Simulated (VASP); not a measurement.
**LiCl: single point with PBE**

LiCl:

```xyz
4
Lattice="3.1458 -1.8230 0.0628 3.1458 1.8230 0.0628 -2.2079 0.0000 5.9043" Properties=species:S:1:pos:R:3 pbc="T T T"
Li    2.5527    0.9115    3.7679
Li    3.6567   -0.9115    0.8158
Cl    0.4271    0.9112    5.2142
Cl    1.5311   -0.9112    2.2620
```

The cell was built from a structure type or drawn by symmetry, and may not be a known phase.

```json
{"Program": "VASP 6.6.1", "Task": "single point", "Functional": "PBE", "Potentials or basis": "VASP PAW PBE potentials, release 64 (Li_sv, Cl)", "Cutoff": "520 eV", "k mesh": "6 × 6 × 4", "Occupations": "gaussian, width 0.1 eV", "Spin": "no spin polarisation", "Dipole correction": "no", "Further INCAR settings": "ALGO = Normal; EDIFF = 1e-07; NBANDS = 18"}
```

```
Band gap on the k mesh : 6.27 eV
```

Levels at points of the mesh, in eV from the valence-band top:
```
           k point  band 8  band 9  band 10  band 11  band 12  band 13
(0.00, 0.00, 0.00)   -0.02   -0.01     0.00     6.27     6.74     9.47
(0.50, 0.00, 0.00)   -1.28   -0.70    -0.70     8.16     8.16     9.56
(0.50, 0.50, 0.00)   -1.09   -0.27    -0.26     6.73     7.85     8.29
(0.00, 0.00, 0.50)   -0.14   -0.13    -0.13     7.18     7.18    10.65
(0.50, 0.00, 0.50)   -1.08   -0.26    -0.25     6.74     7.85     8.30
(0.50, 0.50, 0.50)   -1.27   -0.72    -0.72     8.14     8.14     9.57
```

Wall time 27 s on 1 thread of Intel(R) Xeon(R) 6975P-C (Granite Rapids), with other jobs on the host, peak memory 0.2 GiB.

 A k mesh can miss the band edges.
